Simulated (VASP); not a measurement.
Here is a VASP 6.6.1 calculation.

INCAR

```
  ALGO = Normal
  EDIFF = 1E-8
  ENCUT = 520
  ISIF = 2
  ISMEAR = 0
  LASPH = True
  LCALCEPS = True
  LCHARG = False
  LMIXTAU = True
  LREAL = False
  LWAVE = False
  METAGGA = R2SCAN
  NELM = 60
  PREC = Accurate
  SIGMA = 0.01
```

KPOINTS

```
k-points
0
Gamma
  6 6 2
```

Contents of POSCAR:

```
Al2GaP3
1.0
    3.8683053872      0.0000000000      0.0000000000
   -1.9341526936      3.3500507349      0.0000000000
    0.0000000000      0.0000000000      9.4738387529
Al Ga P
2 1 3
Direct
    0.0000000000      0.0000000000      0.0001897726
    0.6666666667      0.3333333333      0.6661207214
    0.3333333333      0.6666666667      0.3335090937
    0.6666666667      0.3333333333      0.9167540548
    0.3333333333      0.6666666667      0.5832435781
    0.0000000000      0.0000000000      0.2501827795
```

Potentials or basis: VASP PAW PBE potentials, release 64 (Al, Ga_d, P).

Command:

```sh
$ cat potpaw_PBE.64/Al/POTCAR potpaw_PBE.64/Ga_d/POTCAR potpaw_PBE.64/P/POTCAR > POTCAR
$ mpirun -np 1 vasp_std > vasp.out
```

(1) Predict the electronic dielectric tensor (diagonal).

(2) What does it give for the Born charges (mean of the diagonal)?

(3) What does it give for the band gap on the k mesh?

Results:

(1) 7.83, 7.83, 7.80.

(2) Al +2.23, +2.24; Ga +2.17; P -2.30, -2.20, -2.15 e.

(3) 1.88 eV (least direct gap 2.52 eV).
